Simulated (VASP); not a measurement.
# Na (P6_3/mmc) in VASP: a series of runs

The runs below take Na through single point, with PBEsol.

Everything below comes from runs of VASP 6.6.1. Logs are shortened: lines on timing, memory, paths and dates and some standing lists are left out, and cuts for length are marked.

### Step 1. The cell of the first run

The structure is hexagonal, space group P6_3/mmc (No. 194). Conventional cell: a = 3.565 Å, b = 3.565 Å, c = 5.821 Å, α = 90.00°, β = 90.00°, γ = 120.00°. Within 4.7 Å of Na (site symmetry -6m2) lie 12 Na at 3.56 Å.

### Step 2. Single point, PBEsol (volume scaled by 0.88)

Input file INCAR:

```
ALGO     = Normal         # electronic algorithm
EDIFF    = 1E-6           # SCF threshold, eV
ENCUT    = 520            # plane-wave cutoff, eV
GGA      = PS             # functional
ISIF     = 2              # what is computed and relaxed
ISMEAR   = -1             # smearing method
LASPH    = True           # aspherical terms in the spheres
LCHARG   = False          # write CHGCAR
LREAL    = False          # projectors in reciprocal space
LWAVE    = False          # write WAVECAR
NBANDS   = 14             # bands
NELM     = 80             # most SCF steps
PREC     = Accurate       # precision mode
SIGMA    = 0.1            # smearing width, eV
```

Input file KPOINTS:

```
k-points
0
Gamma
  11 11 6
```

Input file POSCAR:

```
Na
1.0
    3.5648852151      0.0000000000      0.0000000000
   -1.7824426075      3.0872811578      0.0000000000
    0.0000000000      0.0000000000      5.8213169292
Na
2
Direct
    0.3333333333      0.6666666667      0.2500000000
    0.6666666667      0.3333333333      0.7500000000
```

Potentials or basis: VASP PAW PBE potentials, release 64 (Na_pv).

Run with:

```
$ cat potpaw_PBE.64/Na_pv/POTCAR > POTCAR
$ mpirun -np 1 vasp_std > vasp.out
```

OUTCAR:

```text
EDIFF = 1E-6
   ENCUT = 520
   GGA = PS
   ISIF = 2
   ISMEAR = -1
   LASPH = True
   LREAL = False
   NELM = 80
   PREC = Accurate

 ion  position               nearest neighbor table
   1  0.333  0.667  0.250-
   2  0.667  0.333  0.750-

  LATTYP: Found a hexagonal cell.
 ALAT       =     3.5648852151
 C/A-ratio  =     1.6329605521

  Lattice vectors:

 A1 = (   3.5648852151,   0.0000000000,   0.0000000000)
 A2 = (  -1.7824426075,   3.0872811578,   0.0000000000)
 A3 = (   0.0000000000,   0.0000000000,   5.8213169292)

Analysis of symmetry for initial positions (statically):
=====================================================================
 Subroutine PRICEL returns:
 Original cell was already a primitive cell.

 Routine SETGRP: Setting up the symmetry group for a
 hexagonal supercell.

 Subroutine GETGRP returns: Found 24 space group operations
 (whereof 12 operations were pure point group operations)
 out of a pool of 24 trial point group operations.

The static configuration has the point symmetry D_3d.
 The point group associated with its full space group is D_6h.

Analysis of symmetry for dynamics (positions and initial velocities):
=====================================================================
 Subroutine PRICEL returns:
 Original cell was already a primitive cell.

 Routine SETGRP: Setting up the symmetry group for a
 hexagonal supercell.

 Subroutine GETGRP returns: Found 24 space group operations
 (whereof 12 operations were pure point group operations)
 out of a pool of 24 trial point group operations.

The dynamic configuration has the point symmetry D_3d.
 The point group associated with its full space group is D_6h.

 Subroutine INISYM returns: Found 24 space group operations
 (whereof 12 operations are pure point group operations),
 and found     1 'primitive' translations

----------------------------------------------------------------------------------------

                                     Primitive cell

  volume of cell :      64.0683

  direct lattice vectors                    reciprocal lattice vectors
     3.564885215  0.000000000  0.000000000     0.280513941  0.161954799  0.000000000
    -1.782442607  3.087281158  0.000000000     0.000000000  0.323909598  0.000000000
     0.000000000  0.000000000  5.821316929     0.000000000  0.000000000  0.171782436

  length of vectors
     3.564885215  3.564885215  5.821316929     0.323909598  0.323909598  0.171782436

  position of ions in fractional coordinates (direct lattice)
     0.333333333  0.666666667  0.250000000
     0.666666667  0.333333333  0.750000000

  ion indices of the primitive-cell ions
   primitive index   ion index
                 1           1
                 2           2

----------------------------------------------------------------------------------------

 KPOINTS: k-points

Automatic generation of k-mesh.
 Grid dimensions read from file:
 generate k-points for:   11   11    6

 Generating k-lattice:

  Cartesian coordinates                     Fractional coordinates (reciprocal lattice)
     0.025501267  0.014723164  0.000000000     0.090909091  0.000000000  0.000000000
     0.000000000  0.029446327  0.000000000     0.000000000  0.090909091  0.000000000
     0.000000000  0.000000000  0.028630406     0.000000000  0.000000000  0.166666667

  Length of vectors
     0.029446327  0.029446327  0.028630406

  Shift w.r.t. Gamma in fractional coordinates (k-lattice)
     0.000000000  0.000000000  0.000000000

 Subroutine IBZKPT returns following result:
 ===========================================

 Found     64 irreducible k-points:

 Following reciprocal coordinates:
            Coordinates               Weight
  0.000000  0.000000  0.000000      1.000000
  0.090909  0.000000  0.000000      6.000000
  0.181818  0.000000  0.000000      6.000000
  0.272727  0.000000  0.000000      6.000000
  0.363636  0.000000  0.000000      6.000000
  0.454545  0.000000  0.000000      6.000000
[... 16 lines left out ...]
  0.090909  0.090909  0.166667     12.000000
  0.181818  0.090909  0.166667     24.000000
 [... further k-points ...]
   k-points           NKPTS =     64   k-points in BZ     NKDIM =     64   number of bands    NBANDS=     14
   number of dos      NEDOS =    301   number of ions     NIONS =      2
   total plane-waves  NPLWV =  37632
   dimension x,y,z NGX =    28 NGY =   28 NGZ =   48
   dimension x,y,z NGXF=    56 NGYF=   56 NGZF=   96
   ions per type =               2
   NGX,Y,Z   is equivalent  to a cutoff of  13.06, 13.06, 13.71 a.u.
   NGXF,Y,Z  is equivalent  to a cutoff of  26.12, 26.12, 27.42 a.u.
 SYSTEM =  unknown system
   PREC   = accura    normal or accurate (medium, high low for compatibility)
   ISTART =      0    job   : 0-new  1-cont  2-samecut
   ICHARG =      2    charge: 1-file 2-atom 10-const
   ISPIN  =      1    spin polarized calculation?
   LNONCOLLINEAR =      F non collinear calculations
   LSORBIT =      F    spin-orbit coupling
   LASPH  =      T    aspherical Exc in radial PAW
   ENCUT  =  520.0 eV  38.22 Ry    6.18 a.u.   6.63  6.63 10.82*2*pi/ulx,y,z
   NELM   =     80;   NELMIN=  2; NELMDL= -5     # of ELM steps
   EDIFF  = 0.1E-05   stopping-criterion for ELM
   LREAL  =      F    real-space projection
   EDIFFG = 0.1E-04   stopping-criterion for IOM
   NSW    =      0    number of steps for IOM
   IBRION =     -1    ionic relax: 0-MD 1-quasi-New 2-CG
   NFREE  =      0    steps in history (QN), initial steepest desc. (CG)
   ISIF   =      2    stress and relaxation
   ISYM   =      2    0-nonsym 1-usesym 2-fastsym
   POTIM  = 0.5000    time-step for ionic-motion
   TEBEG  =    0.0;   TEEND  =   0.0 temperature during run
   PSTRESS=    0.0 pullay stress
   NELECT =      14.0000    total number of electrons
   NUPDOWN=      -1.0000    fix difference up-down
   EMIN   =  10.00;   EMAX   =-10.00  energy-range for DOS
   EFERMI =   0.00;   METHOD = LEGACY
   ISMEAR =    -1;   SIGMA  =   0.10  broadening in eV -4-tet -1-fermi 0-gaus
   EFERMI_NEDOS =   21; number of points for ismear=-14 and -15
   IALGO  =     38    algorithm
   IMIX   =      4    mixing-type and parameters
     AMIX     =   0.40;   BMIX     =  1.00
     AMIX_MAG =   1.60;   BMIX_MAG =  1.00
  volume/ion in A,a.u.               =      32.03       216.18
  Fermi-wavevector in a.u.,A,eV,Ry     =   0.986060  1.863383 13.229130  0.972314
  Thomas-Fermi vector in A             =   2.117413
   LORBIT       =      0    0 simple, 1 ext, 2 COOP (PROOUT), +10 PAW based schemes
   GGA     = PS    functional components
   LHFCALC =     F    Hartree Fock is set to
   AEXX    =    0.0000 exact exchange contribution
   IVDW    =     0    specifies the selected vdW correction
   LEPSILON=     F    determine dielectric tensor
   LRPA    =     F    only Hartree local field effects (RPA)
 non-spin polarized calculation
  energy-cutoff  :      520.00
  volume of cell :       64.07
 maximum number of plane-waves:      1762
 NGX is ok and might be reduce to    28
   NGX = 13   NGY = 13   NGZ = 21

 number of electron      14.0000021 magnetization

 Free energy of the ion-electron system (eV)
  ---------------------------------------------------
  ext. energy  EPLUGINS =         0.00000000
  ---------------------------------------------------
  free energy    TOTEN  =        -2.77971546 eV

  energy without entropy =       -2.74649422  energy(sigma->0) =       -2.76310484

 E-fermi :   0.7714     XC(G=0):  -6.9003

 val. band max:        0.7487550675   @ k =   0.1818   0.0000   0.1667
 cond. band min:       0.7905369938   @ k =   0.2727   0.2727   0.1667
 fundamental gap:      0.0417819263
 Fermi energy:         0.7714221205

 k-point     1 :       0.0000    0.0000    0.0000
  band No.  band energies     occupation
      1     -23.9862      2.00000
      2     -23.9351      2.00000
      3     -23.9351      2.00000
      4     -23.9271      2.00000
      5     -23.9271      2.00000
      6     -23.9265      2.00000
      7      -2.8486      2.00000
      8       1.3139      0.00877
      9       1.8727      0.00003
     10      11.5730      0.00000
     11      11.5730      0.00000
     12      12.0819      0.00000
     13      12.1309      0.00000
     14      12.1309      0.00000

 k-point     2 :       0.0909    0.0000    0.0000
  band No.  band energies     occupation
      1     -23.9846      2.00000
      2     -23.9386      2.00000
      3     -23.9362      2.00000
      4     -23.9307      2.00000
      5     -23.9276      2.00000
      6     -23.9271      2.00000
      7      -2.7129      2.00000
      8       1.4311      0.00273
      9       2.0030      0.00001
     10       9.6154      0.00000
     11      10.7739      0.00000
     12      11.1947      0.00000
     13      12.9929      0.00000
     14      13.0424      0.00000

 k-point     3 :       0.1818    0.0000    0.0000
  band No.  band energies     occupation
      1     -23.9800      2.00000
      2     -23.9482      2.00000
      3     -23.9405      2.00000
      4     -23.9392      2.00000
      5     -23.9293      2.00000
      6     -23.9289      2.00000
      7      -2.3084      2.00000
      8       1.7834      0.00008
      9       2.3847      0.00000
     10       7.4277      0.00000
     11       9.9420      0.00000
     12       9.9645      0.00000
     13      11.0343      0.00000
     14      12.5959      0.00000

 k-point     4 :       0.2727    0.0000    0.0000
  band No.  band energies     occupation
      1     -23.9734      2.00000
      2     -23.9610      2.00000
      3     -23.9529      2.00000
      4     -23.9429      2.00000
      5     -23.9319      2.00000
      6     -23.9315      2.00000
      7      -1.6426      2.00000
      8       2.3728      0.00000
      9       2.9708      0.00000
     10       5.4548      0.00000
     11       8.7624      0.00000
     12       8.9835      0.00000
     13       9.3096      0.00000
     14      11.3897      0.00000

 k-point     5 :       0.3636    0.0000    0.0000
  band No.  band energies     occupation
      1     -23.9729      2.00000
      2     -23.9660      2.00000
      3     -23.9641      2.00000
      4     -23.9463      2.00000
      5     -23.9359      2.00000
      6     -23.9336      2.00000
      7      -0.7268      2.00000
      8       3.1485      0.00000
      9       3.2022      0.00000
     10       4.3181      0.00000
     11       7.1682      0.00000
[... 276 lines left out ...]
 k-point    22 :       0.4545    0.0000    0.1667
  band No.  band energies     occupation
      1     -23.9822      2.00000
      2     -23.9733      2.00000
      3     -23.9562      2.00000
      4     -23.9474      2.00000
      5     -23.9390      2.00000
      6     -23.9358      2.00000
      7       0.5387      1.82220
      8       1.8973      0.00003
      9       3.4004      0.00000
     10       4.7127      0.00000
     11       6.1808      0.00000
     12       7.3073      0.00000
     13       8.7762      0.00000
     14      10.2231      0.00000

 k-point    23 :       0.0909    0.0909    0.1667
  band No.  band energies     occupation
      1     -23.9784      2.00000
      2     -23.9435      2.00000
      3     -23.9412      2.00000
      4     -23.9367      2.00000
      5     -23.9299      2.00000
      6     -23.9297      2.00000
      7      -2.3158      2.00000
      8       0.6239      1.62783
      9       3.5059      0.00000
     10       8.4392      0.00000
     11       9.0152      0.00000
     12      10.9975      0.00000
     13      11.2368      0.00000
     14      11.9248      0.00000

 k-point    24 :       0.1818    0.0909    0.1667
  band No.  band energies     occupation
      1     -23.9744      2.00000
      2     -23.9534      2.00000
      3     -23.9510      2.00000
      4     -23.9408      2.00000
      5     -23.9328      2.00000
      6     -23.9315      2.00000
      7      -1.7822      2.00000
      8       1.1211      0.05879
      9       3.9547      0.00000
     10       6.5657      0.00000
     11       7.9037      0.00000
     12       9.3341      0.00000
     13      10.4921      0.00000
     14      11.5423      0.00000

 [... further k-points ...]
[... 5 lines left out ...]
  --------------------------------------------------------------------------------------
  -------------------------------------------------------------------------------------
  Total        0.4832788      0.4832788      0.5715502      0.0000000      0.0000000      0.0000000
  in kB       12.0855197     12.0855197     14.2929526      0.0000000      0.0000000      0.0000000
  external PRESSURE =      12.8213307 kB  Pullay stress =       0.0000000 kB

 VOLUME and BASIS-vectors are now :
 -----------------------------------------------------------------------------
  energy-cutoff  :      520.00
  volume of cell :       64.07
      direct lattice vectors                 reciprocal lattice vectors
     3.564885215  0.000000000  0.000000000     0.280513941  0.161954799  0.000000000
    -1.782442607  3.087281158  0.000000000     0.000000000  0.323909598  0.000000000
     0.000000000  0.000000000  5.821316929     0.000000000  0.000000000  0.171782436

 POSITION                                       TOTAL-FORCE (eV/Angst)
 -----------------------------------------------------------------------------------
     -0.00000      2.05819      1.45533         0.000000     -0.000000     -0.000000
      1.78244      1.02909      4.36599         0.000000      0.000000      0.000000
 -----------------------------------------------------------------------------------
    total drift:                               -0.000000      0.000000      0.000000

  FREE ENERGIE OF THE ION-ELECTRON SYSTEM (eV)
  ---------------------------------------------------
  free  energy   TOTEN  =        -2.7797154588 eV

  energy  without entropy=       -2.7464942217  energy(sigma->0) =       -2.76310484
```

It took 55 s on 1 thread of AMD EPYC 7R13, shared host; peak memory 0.17 GiB.

What came out:

| Quantity | Value |
| --- | --- |
| Free energy | -2.7797 eV |
| Pressure | 1.3 GPa |
| Band gap on the k mesh | zero (band 7 reaches 2.66 eV, above the bottom of band 8 at -1.71 eV) |

Stress tensor (GPa, compression positive):
```
1.21 0.00 0.00
0.00 1.21 0.00
0.00 0.00 1.43
```

Caveat: the cell differs from its parent crystal (volume scaled by 0.88); the PAW data sets were made with another functional, which shifts forces and pressure a little.

### Step 3. Single point, PBEsol (volume scaled by 0.92)

Input file INCAR:

```
PREC = Accurate
ENCUT = 520
EDIFF = 1E-6
ISMEAR = -1
SIGMA = 0.1
LREAL = False
LASPH = True
NELM = 100
ALGO = Normal
ISIF = 2
LWAVE = False
LCHARG = False
GGA = PS
NBANDS = 14
```

Input file KPOINTS:

```
Automatic mesh
0
Gamma
  11 11 6
```

Input file POSCAR:

```
Na
1.0
    3.6181003026      0.0000000000      0.0000000000
   -1.8090501513      3.1333667755      0.0000000000
    0.0000000000      0.0000000000      5.9082150679
Na
2
Direct
    0.3333333333      0.6666666667      0.2500000000
    0.6666666667      0.3333333333      0.7500000000
```

Potentials or basis: VASP PAW PBE potentials, release 64 (Na_pv).

Run with:

```
$ cat potpaw_PBE.64/Na_pv/POTCAR > POTCAR
$ mpirun -np 1 vasp_std > vasp.out
```

Run time: 59 s. Hardware: 1 thread of AMD EPYC 7R13, shared host; peak memory 0.17 GiB.

Results (log left out):

```yaml
Free_energy: -2.7985 eV
Pressure: 0.8 GPa
Band_gap_on_the_k_mesh: zero (band 7 reaches 2.48 eV, above the bottom of band 8 at -1.79 eV)
```

Stress tensor (GPa, compression positive):
```
0.72 0.00 0.00
0.00 0.72 0.00
0.00 0.00 0.91
```

Levels at points of the mesh, in eV from the Fermi level:
```
           k point  band 5  band 6  band 7  band 8  band 9  band 10
(0.00, 0.00, 0.00)  -24.72  -24.72   -3.52    0.54    1.06    10.54
(0.00, 0.00, 0.50)  -24.73  -24.73   -2.41   -2.41    5.86     5.86
```

Caveat: the cell differs from its parent crystal (volume scaled by 0.92); the PAW data sets were made with another functional, which shifts forces and pressure a little.

### Step 4. Single point, PBEsol (volume scaled by 0.96)

Input file INCAR:

```
SYSTEM = Na
PREC = Accurate
ENCUT = 520
EDIFF = 1E-6
ISMEAR = -1
SIGMA = 0.1
LREAL = .FALSE.
LASPH = .TRUE.
NELM = 100
ALGO = Normal
ISIF = 2
LWAVE = .FALSE.
LCHARG = .FALSE.
GGA = PS
NBANDS = 14
```

Input file KPOINTS:

```
regular mesh
0
G
  11 11 6
  0 0 0
```

Input file POSCAR:

```
Na
1.0
    3.6697944339      0.0000000000      0.0000000000
   -1.8348972170      3.1781352065      0.0000000000
    0.0000000000      0.0000000000      5.9926295451
Na
2
Direct
    0.3333333333      0.6666666667      0.2500000000
    0.6666666667      0.3333333333      0.7500000000
```

Run with:

```
$ cat potpaw_PBE.64/Na_pv/POTCAR > POTCAR
$ mpirun -np 1 vasp_std > vasp.out
```

Run time: 62 s. Hardware: 1 thread of AMD EPYC 7R13, shared host; peak memory 0.17 GiB.

It converged, with:

```yaml
Free_energy: -2.8088 eV
Pressure: 0.4 GPa
Band_gap_on_the_k_mesh: zero (band 7 reaches 2.31 eV, above the bottom of band 8 at -1.85 eV)
```

Stress tensor (GPa, compression positive):
```
0.32 0.00 0.00
0.00 0.32 0.00
0.00 0.00 0.49
```

Levels at points of the mesh, in eV from the Fermi level:
| k point | band 4 | band 5 | band 6 | band 7 | band 8 | band 9 | band 10 | band 11 |
| --- | --- | --- | --- | --- | --- | --- | --- | --- |
| (0.00, 0.00, 0.00) | -24.75 | -24.75 | -24.75 | -3.42 | 0.54 | 1.01 | 10.30 | 10.30 |
| (0.00, 0.00, 0.50) | -24.75 | -24.75 | -24.75 | -2.35 | -2.35 | 5.71 | 5.71 | 10.89 |

Caveat: the cell differs from its parent crystal (volume scaled by 0.96); the PAW data sets were made with another functional, which shifts forces and pressure a little.

### Step 5. Single point, PBEsol

This run uses another cell than the first one, of 36.40 Å³/atom, 1.136 times its volume.

Input file INCAR:

```
PREC = Accurate
ENCUT = 520
EDIFF = 1E-7
ISMEAR = -1
SIGMA = 0.1
LREAL = False
LASPH = True
NELM = 60
ALGO = Normal
ISIF = 2
LWAVE = False
LCHARG = True
GGA = PS
LELF = True
LVHAR = True
NBANDS = 14
```

Input file KPOINTS:

```
Automatic mesh
0
Gamma
  11 11 6
```

Input file POSCAR:

```
Na
1.0
    3.7200718382      0.0000000000      0.0000000000
   -1.8600359191      3.2216767158      0.0000000000
    0.0000000000      0.0000000000      6.0747305630
Na
2
Direct
    0.3333333333      0.6666666667      0.2500000000
    0.6666666667      0.3333333333      0.7500000000
```

Run with:

```
$ cat potpaw_PBE.64/Na_pv/POTCAR > POTCAR
$ mpirun -np 1 vasp_std > vasp.out
```

It took 61 s on 1 thread of AMD EPYC 7R13, shared host; peak memory 0.17 GiB.

The run converged. Its results:

```yaml
Free_energy: -2.8123 eV
Pressure: 0.0 GPa
Band_gap_on_the_k_mesh: zero (band 7 reaches 2.15 eV, above the bottom of band 8 at -1.92 eV)
```

Stress tensor (GPa, compression positive):
```
-0.03  0.00  0.00
 0.00 -0.03  0.00
 0.00  0.00  0.13
```

Levels at points of the mesh, in eV from the Fermi level:
```tsv
k point	band 3	band 4	band 5	band 6	band 7	band 8	band 9	band 10	band 11	band 12
(0.00, 0.00, 0.00)	-24.79	-24.78	-24.78	-24.78	-3.33	0.53	0.97	10.07	10.07	10.46
(0.00, 0.00, 0.50)	-24.78	-24.78	-24.78	-24.78	-2.29	-2.29	5.57	5.57	10.66	10.66
```

Caveat: the PAW data sets were made with another functional, which shifts forces and pressure a little.

### Step 6. Summary

| cell | gap on the mesh (eV) | pressure (GPa) |
| --- | --- | --- |
| a = 3.565, b = 3.565, c = 5.821 Å, angles 90.0, 90.0, 120.0°, 2 atoms | none | 1.3 |
| a = 3.618, b = 3.618, c = 5.908 Å, angles 90.0, 90.0, 120.0°, 2 atoms | none | 0.8 |
| a = 3.670, b = 3.670, c = 5.993 Å, angles 90.0, 90.0, 120.0°, 2 atoms | none | 0.4 |
| a = 3.720, b = 3.720, c = 6.075 Å, angles 90.0, 90.0, 120.0°, 2 atoms | none | 0.0 |

Alike in all rows: task single point; level PBEsol; potentials or basis VASP PAW PBE potentials, release 64 (Na_pv); no spin polarisation; k mesh 11 × 11 × 6; cutoff (eV) 520; smearing fermi-dirac 0.1 eV.

Caveats: the PAW data sets were made with another functional, which shifts forces and pressure a little.

Total energies depend on the potentials used, so only differences within one code and one set of settings carry meaning.
